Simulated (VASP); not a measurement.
# CdSe (Fm-3m) in VASP: further runs, part 2 of 2

VASP 6.6.1. Earlier steps stand in the parts before.

## (4) Single point, r2SCAN

This run uses another cell than the first one, of 23.26 Å³/atom, 1.043 times its volume.

POSCAR

```
CdSe
1.0
    0.0000000000      2.8546691101      2.8546691101
    2.8546691101      0.0000000000      2.8546691101
    2.8546691101      2.8546691101      0.0000000000
Cd Se
1 1
Direct
    0.0000000000      0.0000000000      0.0000000000
    0.5000000000      0.5000000000      0.5000000000
```

INCAR.step1

```
SYSTEM = CdSe
  ALGO = Normal
  EDIFF = 1E-4
  ENCUT = 520
  GGA = PE
  ISMEAR = -1
  LASPH = .TRUE.
  LCHARG = .FALSE.
  LREAL = .FALSE.
  LWAVE = .TRUE.
  NBANDS = 16
  NELM = 80
  PREC = Accurate
  SIGMA = 0.05
```

INCAR.step2

```
SYSTEM = CdSe
  ALGO = Normal
  EDIFF = 1E-6
  ENCUT = 520
  ISIF = 2
  ISMEAR = -1
  ISTART = 1
  LASPH = .TRUE.
  LCHARG = .FALSE.
  LMIXTAU = .TRUE.
  LREAL = .FALSE.
  LWAVE = .FALSE.
  METAGGA = R2SCAN
  NBANDS = 16
  NELM = 80
  PREC = Accurate
  SIGMA = 0.05
```

KPOINTS

```
k-points
0
G
  8 8 8
  0 0 0
```

Potentials or basis: VASP PAW PBE potentials, release 64 (Cd, Se).

Launch:

```sh
$ cat potpaw_PBE.64/Cd/POTCAR potpaw_PBE.64/Se/POTCAR > POTCAR
$ cp INCAR.step1 INCAR
$ mpirun -np 1 vasp_std > vasp.out
$ cp INCAR.step2 INCAR
$ mpirun -np 1 vasp_std > vasp.out
```

OUTCAR:

```text
SYSTEM = CdSe
   EDIFF = 1E-6
   ENCUT = 520
   ISIF = 2
   ISMEAR = -1
   ISTART = 1
   LASPH = .TRUE.
   LREAL = .FALSE.
   METAGGA = R2SCAN
   NELM = 80
   PREC = Accurate

 ion  position               nearest neighbor table
   1  0.000  0.000  0.000-   2 2.85   2 2.85   2 2.85   2 2.85   2 2.85   2 2.85
   2  0.500  0.500  0.500-   1 2.85   1 2.85   1 2.85   1 2.85   1 2.85   1 2.85

  LATTYP: Found a face centered cubic cell.
 ALAT       =     5.7093382202

  Lattice vectors:

 A1 = (   0.0000000000,   2.8546691101,   2.8546691101)
 A2 = (   2.8546691101,   0.0000000000,   2.8546691101)
 A3 = (   2.8546691101,   2.8546691101,   0.0000000000)

Analysis of symmetry for initial positions (statically):
=====================================================================
 Subroutine PRICEL returns:
 Original cell was already a primitive cell.

 Routine SETGRP: Setting up the symmetry group for a
 face centered cubic supercell.

 Subroutine GETGRP returns: Found 48 space group operations
 (whereof 48 operations were pure point group operations)
 out of a pool of 48 trial point group operations.

The static configuration has the point symmetry O_h .

Analysis of symmetry for dynamics (positions and initial velocities):
=====================================================================
 Subroutine PRICEL returns:
 Original cell was already a primitive cell.

 Routine SETGRP: Setting up the symmetry group for a
 face centered cubic supercell.

 Subroutine GETGRP returns: Found 48 space group operations
 (whereof 48 operations were pure point group operations)
 out of a pool of 48 trial point group operations.

The dynamic configuration has the point symmetry O_h .

 Subroutine INISYM returns: Found 48 space group operations
 (whereof 48 operations are pure point group operations),
 and found     1 'primitive' translations

----------------------------------------------------------------------------------------

[... 111 lines left out ...]
     AMIX     =   0.40;   BMIX     =  1.00
     AMIX_MAG =   1.60;   BMIX_MAG =  1.00
  volume/ion in A,a.u.               =      23.26       156.99
  Fermi-wavevector in a.u.,A,eV,Ry     =   1.192889  2.254233 19.360862  1.422983
  Thomas-Fermi vector in A             =   2.328916
   LORBIT       =      0    0 simple, 1 ext, 2 COOP (PROOUT), +10 PAW based schemes
   METAGGA = R2SCAN    functional components
   LHFCALC =     F    Hartree Fock is set to
   AEXX    =    0.0000 exact exchange contribution
   IVDW    =     0    specifies the selected vdW correction
   LEPSILON=     F    determine dielectric tensor
   LRPA    =     F    only Hartree local field effects (RPA)
 non-spin polarized calculation
  energy-cutoff  :      520.00
  volume of cell :       46.53
 maximum number of plane-waves:      1283
   NGX = 15   NGY = 15   NGZ = 15

 number of electron      18.0000003 magnetization

 Free energy of the ion-electron system (eV)
  ---------------------------------------------------
  ext. energy  EPLUGINS =         0.00000000
  ---------------------------------------------------
  free energy    TOTEN  =       -35.70386039 eV

  energy without entropy =      -35.70161244  energy(sigma->0) =      -35.70273641

 E-fermi :   2.2709     XC(G=0): -10.6065

 val. band max:        2.1724067303   @ k =   0.5000   0.5000   0.0000
 cond. band min:       2.9472266053   @ k =   0.0000   0.0000   0.0000
 fundamental gap:      0.7748198750
 Fermi energy:         2.2709221930

 k-point     1 :       0.0000    0.0000    0.0000
  band No.  band energies     occupation
      1     -11.2466      2.00000
      2      -6.0390      2.00000
      3      -6.0390      2.00000
      4      -6.0226      2.00000
      5      -6.0226      2.00000
      6      -6.0226      2.00000
[... 433 lines left out ...]
      3      -6.0769      2.00000
      4      -6.0562      2.00000
      5      -5.8718      2.00000
      6      -5.8006      2.00000
[... 8 lines left out ...]
     15      14.1230      0.00000
     16      16.9231      0.00000

 [... further k-points ...]

------------------------ aborting loop because EDIFF is reached ----------------------------------------

  FORCE on cell =-STRESS in cart. coord.  units (eV):
  Direction    XX          YY          ZZ          XY          YZ          ZX
  --------------------------------------------------------------------------------------
  -------------------------------------------------------------------------------------
  Total       -0.1422817     -0.1422817     -0.1422817     -0.0000000      0.0000000      0.0000000
  in kB       -4.8996187     -4.8996187     -4.8996187     -0.0000000      0.0000000      0.0000000
  external PRESSURE =      -4.8996187 kB  Pullay stress =       0.0000000 kB

 VOLUME and BASIS-vectors are now :
 -----------------------------------------------------------------------------
  energy-cutoff  :      520.00
  volume of cell :       46.53
      direct lattice vectors                 reciprocal lattice vectors
     0.000000000  2.854669110  2.854669110    -0.175151648  0.175151648  0.175151648
     2.854669110  0.000000000  2.854669110     0.175151648 -0.175151648  0.175151648
     2.854669110  2.854669110  0.000000000     0.175151648  0.175151648 -0.175151648

 POSITION                                       TOTAL-FORCE (eV/Angst)
 -----------------------------------------------------------------------------------
      0.00000      0.00000      0.00000         0.000000      0.000000      0.000000
      2.85467      2.85467      2.85467         0.000000      0.000000      0.000000
 -----------------------------------------------------------------------------------
    total drift:                               -0.000000      0.000000      0.000000

  FREE ENERGIE OF THE ION-ELECTRON SYSTEM (eV)
  ---------------------------------------------------
  free  energy   TOTEN  =       -35.7038603883 eV

  energy  without entropy=      -35.7016124371  energy(sigma->0) =      -35.70273641
```

It took 46 s on 1 thread of Intel Xeon 6975P-C (Granite Rapids), shared host; peak memory 0.18 GiB.

Results:

- Free energy: -35.7039 eV
- Pressure: -0.5 GPa

Caveat: the PAW data sets were made with another functional, which shifts forces and pressure a little.

## (5) Single point, r2SCAN

This run uses another cell than the first one, of 23.74 Å³/atom, 1.064 times its volume.

POSCAR

```
CdSe
1.0
    0.0000000000      2.8739580000      2.8739580000
    2.8739580000      0.0000000000      2.8739580000
    2.8739580000      2.8739580000      0.0000000000
Cd Se
1 1
Direct
    0.0000000000      0.0000000000      0.0000000000
    0.5000000000      0.5000000000      0.5000000000
```

INCAR.step1

```
ALGO = Normal ; EDIFF = 1E-4
ENCUT = 520 ; GGA = PE
ISMEAR = -1 ; LASPH = True
LCHARG = False ; LREAL = False
LWAVE = True ; NBANDS = 16
NELM = 60 ; PREC = Accurate
SIGMA = 0.05
```

INCAR.step2

```
ALGO = Normal ; EDIFF = 1E-6
ENCUT = 520 ; ISIF = 2
ISMEAR = -1 ; ISTART = 1
LASPH = True ; LCHARG = False
LMIXTAU = True ; LREAL = False
LWAVE = False ; METAGGA = R2SCAN
NBANDS = 16 ; NELM = 60
PREC = Accurate ; SIGMA = 0.05
```

KPOINTS

```
k-points
0
Gamma
  8 8 8
```

Launch:

```sh
$ cat potpaw_PBE.64/Cd/POTCAR potpaw_PBE.64/Se/POTCAR > POTCAR
$ cp INCAR.step1 INCAR
$ mpirun -np 1 vasp_std > vasp.out
$ cp INCAR.step2 INCAR
$ mpirun -np 1 vasp_std > vasp.out
```

Run time: 44 s. Hardware: 1 thread of Intel Xeon 6975P-C (Granite Rapids), shared host; peak memory 0.18 GiB.

Results (log left out):

```yaml
Free_energy: -35.6971 eV
Pressure: -1.8 GPa
```

Levels at points of the mesh, in eV from the Fermi level:
| k point | band 7 | band 8 | band 9 | band 10 | band 11 | band 12 |
| --- | --- | --- | --- | --- | --- | --- |
| (0.00, 0.00, 0.00) | -0.71 | -0.71 | -0.71 | 0.59 | 9.06 | 9.06 |
| (0.50, 0.00, 0.00) | -5.04 | -0.16 | -0.16 | 3.49 | 5.72 | 5.72 |
| (0.50, 0.50, 0.00) | -4.21 | -2.16 | -2.16 | -0.10 | 5.79 | 10.42 |

Caveat: the PAW data sets were made with another functional, which shifts forces and pressure a little.

## (6) Overview

```csv
cell,pressure (GPa)
"a = 3.981 Å, angles 60.0°, 2 atoms",2.6
"a = 4.009 Å, angles 60.0°, 2 atoms",1.0
"a = 4.037 Å, angles 60.0°, 2 atoms",-0.5
"a = 4.064 Å, angles 60.0°, 2 atoms",-1.8
```

Alike in all rows: task single point; level r2SCAN; potentials or basis VASP PAW PBE potentials, release 64 (Cd, Se); no spin polarisation; k mesh 8 × 8 × 8; cutoff (eV) 520; smearing fermi-dirac 0.05 eV.

Caveats: the PAW data sets were made with another functional, which shifts forces and pressure a little.

Absolute energies hang on the potentials; compare differences alone.
